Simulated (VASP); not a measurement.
Wanted: the native input for a VASP 6.6.1 run.

* Task: single point
* Functional: r2SCAN
* Potentials or basis: VASP PAW PBE potentials, release 64 (Ge_d)
* Cutoff: 520 eV
* k mesh: 8 × 8 × 8
* Occupations: gaussian, width 0.1 eV
* Spin: no spin polarisation
* Dipole correction: no
* Further INCAR settings: ALGO = Normal; EDIFF = 1e-06; NBANDS = 13

Ge:

```xyz
1
Lattice="0.0000 2.0984 2.0984 2.0984 0.0000 2.0984 2.0984 2.0984 0.0000" Properties=species:S:1:pos:R:3 pbc="T T T"
Ge    0.0000    0.0000    0.0000
```

These files were run (other wordings do the same):

POSCAR

```
Ge
1.0
    0.0000000000      2.0983605250      2.0983605250
    2.0983605250      0.0000000000      2.0983605250
    2.0983605250      2.0983605250      0.0000000000
Ge
1
Direct
    0.0000000000      0.0000000000      0.0000000000
```

INCAR.step1

```
SYSTEM = Ge
ALGO     = Normal         ! electronic algorithm
EDIFF    = 1E-4           ! SCF threshold, eV
ENCUT    = 520            ! plane-wave cutoff, eV
GGA      = PE             ! functional
ISMEAR   = 0              ! smearing method
LASPH    = .TRUE.         ! aspherical terms in the spheres
LCHARG   = .FALSE.        ! write CHGCAR
LREAL    = .FALSE.        ! projectors in reciprocal space
LWAVE    = .TRUE.         ! write WAVECAR
NBANDS   = 13             ! bands
NELM     = 60             ! most SCF steps
PREC     = Accurate       ! precision mode
SIGMA    = 0.1            ! smearing width, eV
```

INCAR.step2

```
SYSTEM = Ge
ALGO     = Normal         ! electronic algorithm
EDIFF    = 1E-6           ! SCF threshold, eV
ENCUT    = 520            ! plane-wave cutoff, eV
ISIF     = 2              ! what is computed and relaxed
ISMEAR   = 0              ! smearing method
ISTART   = 1            
LASPH    = .TRUE.         ! aspherical terms in the spheres
LCHARG   = .TRUE.         ! write CHGCAR
LELF     = .TRUE.         ! ELF
LMIXTAU  = .TRUE.       
LREAL    = .FALSE.        ! projectors in reciprocal space
LVHAR    = .TRUE.       
LWAVE    = .FALSE.        ! write WAVECAR
METAGGA  = R2SCAN         ! meta-GGA
NBANDS   = 13             ! bands
NELM     = 60             ! most SCF steps
PREC     = Accurate       ! precision mode
SIGMA    = 0.1            ! smearing width, eV
```

KPOINTS

```
k-points
0
G
  8 8 8
  0 0 0
```

Potentials or basis: VASP PAW PBE potentials, release 64 (Ge_d).

Command:

```console
$ cat potpaw_PBE.64/Ge_d/POTCAR > POTCAR
$ cp INCAR.step1 INCAR
$ mpirun -np 1 vasp_std > vasp.out
$ cp INCAR.step2 INCAR
$ mpirun -np 1 vasp_std > vasp.out
```

Results of the run:

```json
{
  "Pressure": "2.2 GPa",
  "Band gap on the k mesh": "zero (band 7 reaches 16.65 eV, above the bottom of band 8 at 4.56 eV)"
}
```

Caveat: the PAW data sets were made with another functional, which shifts forces and pressure a little.

It used 18 s of CPU time on 1 thread of Intel Xeon 6975P-C (shared host).
